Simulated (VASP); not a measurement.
Set up this calculation in VASP 6.6.1, as the native input.

```
Task                   : single point
Functional             : PBEsol
Potentials or basis    : VASP PAW PBE potentials, release 64 (Ti_sv, N)
Cutoff                 : 600 eV
k mesh                 : 8 × 8 × 8
Occupations            : gaussian, width 0.1 eV
Spin                   : no spin polarisation
Dipole correction      : no
Further INCAR settings : ALGO = Normal; EDIFF = 1e-06; NBANDS = 16
```

The structure of TiN lies in POSCAR:

```
TiN
1.0
    0.0000000000      2.1022541501      2.1022541501
    2.1022541501      0.0000000000      2.1022541501
    2.1022541501      2.1022541501      0.0000000000
Ti N
1 1
Direct
    0.0000000000      0.0000000000      0.0000000000
    0.5000000000      0.5000000000      0.5000000000
```

These files were run (other wordings do the same):

INCAR

```
ALGO = Normal ; EDIFF = 1E-6
ENCUT = 600 ; GGA = PS
GGA_COMPAT = F ; ISIF = 2
ISMEAR = 0 ; LASPH = T
LCHARG = F ; LREAL = F
LWAVE = F ; NBANDS = 16
NELM = 120 ; PREC = Accurate
SIGMA = 0.1
```

KPOINTS

```
k-points
0
Gamma
  8 8 8
```

Potentials or basis: VASP PAW PBE potentials, release 64 (Ti_sv, N).

Run with:

```sh
$ cat potpaw_PBE.64/Ti_sv/POTCAR potpaw_PBE.64/N/POTCAR > POTCAR
$ mpirun -np 1 vasp_std > vasp.out
```

It gave:

The pressure is 0.4 GPa.

Caveat: the PAW data sets were made with another functional, which shifts forces and pressure a little.

It took 18 s on 1 thread of Intel Xeon 8259CL, on a shared host, peak memory 0.14 GiB.
